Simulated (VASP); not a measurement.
Input of a VASP 6.6.1 run:

File INCAR:

```
PREC = Accurate
ENCUT = 520
EDIFF = 1E-7
ISMEAR = 0
SIGMA = 0.05
LREAL = F
LASPH = T
NELM = 80
ALGO = Normal
ISIF = 2
LWAVE = F
LCHARG = T
GGA = PE
LELF = T
LVHAR = T
NBANDS = 23
```

File KPOINTS:

```
regular mesh
0
Gamma
  10 10 8
```

Contents of POSCAR:

```
HfN
1.0
    3.8567057347      0.0000000000      0.0000000000
    0.0000000000      3.8567057347     -0.0192835287
    0.0000000000     -0.0240923594      4.8184718836
Hf N
2 2
Direct
    0.5000000000      0.0000000000      0.1768716561
    0.0000000000      0.5000000000      0.8231283439
    0.0000000000      0.0000000000      0.0000000000
    0.5000000000      0.5000000000      0.0000000000
```

Potentials or basis: VASP PAW PBE potentials, release 64 (Hf_pv, N).

Run with:

```console
$ cat potpaw_PBE.64/Hf_pv/POTCAR potpaw_PBE.64/N/POTCAR > POTCAR
$ mpirun -np 1 vasp_std > vasp.out
```

Task: Predict the largest force.

Result: 0.218 eV/Å.

Task: Predict the band gap on the k mesh.

Result: Zero (bands 15 and 16 overlap by 2.22 eV).

Task: Estimate the pressure.

Result: -1.3 GPa.

Stress tensor (GPa, compression positive):
```
-1.57  0.00  0.00
 0.00 -1.56  0.47
 0.00  0.47 -0.74
```

Caveat: spin-orbit coupling is left out, which moves the levels of the heavy elements.
